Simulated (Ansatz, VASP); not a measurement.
## Two plane-wave programs on BaTe

```
CELL_PARAMETERS angstrom
0.00000 3.50813 3.50813
3.50813 0.00000 3.50813
3.50813 3.50813 0.00000
ATOMIC_POSITIONS crystal
Ba 0.00000 0.00000 0.00000
Te 0.50000 0.50000 0.50000
```

Alike in both runs: task single point; functional r2SCAN; dispersion rVV10; k mesh 8 × 8 × 8; occupations fermi-dirac, width 0.03 eV; no spin polarisation.

|  | VASP | Ansatz |
| --- | --- | --- |
| version | VASP 6.6.1 | Ansatz 0.2.0 |
| potentials or method | VASP PAW PBE potentials, release 64 (Ba_sv, Te) | plane waves, PAW |
| plane-wave cutoff (eV) | 550 | 500 |
| valence electrons in the cell | 16 | 26 |

VASP gave:

- gap on the k mesh at the Fermi level (eV): 1.84
- pressure (GPa): 0.5

Q: What did Ansatz give for the same quantities?

A: gap on the k mesh at the Fermi level (eV): 1.91; pressure (GPa): 0.0.

VASP's potentials were made for PBE, not for r2SCAN. VASP's potentials hold 16 valence electrons a cell and Ansatz's 26, so a difference there can come from the potentials and not from the codes.

Neither program's run includes spin-orbit coupling.
